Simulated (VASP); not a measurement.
Wanted: the native input for a VASP 6.6.1 run.

| Property | Result |
| --- | --- |
| Task | single point |
| Functional | r2SCAN |
| Potentials or basis | VASP PAW PBE potentials, release 64 (Pb_d) |
| Cutoff | 520 eV |
| k mesh | 9 × 9 × 9 |
| Occupations | fermi-dirac, width 0.1 eV |
| Spin | no spin polarisation |
| Dipole correction | no |
| Further INCAR settings | ALGO = Normal; EDIFF = 1e-06; NBANDS = 21 |

Pb:

```
Pb
1.0
     0.00000    3.38121    3.38121
     3.38121    0.00000    3.38121
     3.38121    3.38121    0.00000
Pb
2
Direct
  0.12500 0.12500 0.12500
  0.87500 0.87500 0.87500
```

This isn't the form of Pb at room conditions, which is fcc.

These files were run (other wordings do the same):

POSCAR

```
Pb
1.0
    0.0000000000      3.3812065752      3.3812065752
    3.3812065752      0.0000000000      3.3812065752
    3.3812065752      3.3812065752      0.0000000000
Pb
2
Direct
    0.1250000000      0.1250000000      0.1250000000
    0.8750000000      0.8750000000      0.8750000000
```

INCAR.step1

```
SYSTEM = Pb
ALGO = Normal
EDIFF = 1E-4
ENCUT = 520
GGA = PE
ISMEAR = -1
LASPH = .TRUE.
LCHARG = .FALSE.
LREAL = .FALSE.
LWAVE = .TRUE.
NBANDS = 21
NELM = 60
PREC = Accurate
SIGMA = 0.1
```

INCAR.step2

```
SYSTEM = Pb
ALGO = Normal
EDIFF = 1E-6
ENCUT = 520
ISIF = 2
ISMEAR = -1
ISTART = 1
LASPH = .TRUE.
LCHARG = .FALSE.
LMIXTAU = .TRUE.
LREAL = .FALSE.
LWAVE = .FALSE.
METAGGA = R2SCAN
NBANDS = 21
NELM = 60
PREC = Accurate
SIGMA = 0.1
```

KPOINTS

```
k-points
0
G
  9 9 9
  0 0 0
```

Potentials or basis: VASP PAW PBE potentials, release 64 (Pb_d).

Command:

```console
$ cat potpaw_PBE.64/Pb_d/POTCAR > POTCAR
$ cp INCAR.step1 INCAR
$ mpirun -np 1 vasp_std > vasp.out
$ cp INCAR.step2 INCAR
$ mpirun -np 1 vasp_std > vasp.out
```

It gave:

```
Pressure               : 3.0 GPa
Band gap on the k mesh : zero (bands 14 and 15 overlap by 1.24 eV)
```

Caveat: the cell stands under pressure; the PAW data sets were made with another functional, which shifts forces and pressure a little; spin-orbit coupling is left out, which moves the levels of the heavy elements.

Wall time 2.3 min on 1 thread of AMD EPYC 9R45 96-Core Processor (Zen 5), on a shared host, peak memory 0.2 GiB.
